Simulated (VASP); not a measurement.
Set up this calculation in VASP 6.6.1, as the native input.

* Task: single point
* Functional: revPBE
* Potentials or basis: VASP PAW PBE potentials, release 64 (Sb)
* Cutoff: 500 eV
* k mesh: 11 × 11 × 11
* Occupations: fermi-dirac, width 0.1 eV
* Spin: no spin polarisation
* Dipole correction: no
* Further INCAR settings: ALGO = Normal; EDIFF = 1e-06; NBANDS = 8

The structure of Sb lies in POSCAR:

```
Sb
1.0
    3.0805948026      0.0000000000      0.0000000000
    0.0000000000      3.0805948026      0.0000000000
    0.0000000000      0.0000000000      3.0805948026
Sb
1
Direct
    0.0000000000      0.0000000000      0.0000000000
```

This cell differs from its parent crystal: volume scaled by 0.96.

One way to write it, as run:

INCAR

```
SYSTEM = Sb
PREC = Accurate
ENCUT = 500
EDIFF = 1E-6
ISMEAR = -1
SIGMA = 0.1
LREAL = .False.
LASPH = .True.
NELM = 120
ALGO = Normal
ISIF = 2
LWAVE = .False.
LCHARG = .False.
GGA = RE
NBANDS = 8
GGA_COMPAT = .False.
```

KPOINTS

```
Automatic mesh
0
Gamma
  11 11 11
  0 0 0
```

Potentials or basis: VASP PAW PBE potentials, release 64 (Sb).

Launch:

```bash
$ cat potpaw_PBE.64/Sb/POTCAR > POTCAR
$ mpirun -np 1 vasp_std > vasp.out
```

Results of the run:

* Pressure: 2.9 GPa

Caveat: the PAW data sets were made with another functional, which shifts forces and pressure a little.

Wall time 5.8 s on 1 thread of Intel Xeon 6975P-C, on a shared host, peak memory 0.14 GiB.
